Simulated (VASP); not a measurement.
A run of VASP 6.6.1 is set up as follows.

File INCAR:

```
SYSTEM = Bi
ALGO = Normal
EDIFF = 1E-6
ENCUT = 500
GGA = PE
GGA_COMPAT = .False.
ISIF = 2
ISMEAR = 0
LASPH = .True.
LCHARG = .True.
LELF = .True.
LREAL = .False.
LVHAR = .True.
LWAVE = .False.
NBANDS = 14
NELM = 120
PREC = Accurate
SIGMA = 0.013000000000000001
```

KPOINTS

```
k-points
0
Gamma
  9 9 9
  0 0 0
```

POSCAR

```
Bi
1.0
   -1.9814305318      1.9814305318      1.9814305318
    1.9814305318     -1.9814305318      1.9814305318
    1.9814305318      1.9814305318     -1.9814305318
Bi
1
Direct
    0.0000000000      0.0000000000      0.0000000000
```

Potentials or basis: VASP PAW PBE potentials, release 64 (Bi_d).

Command:

```console
$ cat potpaw_PBE.64/Bi_d/POTCAR > POTCAR
$ mpirun -np 1 vasp_std > vasp.out
```

(1) Predict the pressure.

Results:

(1) 0.8 GPa.
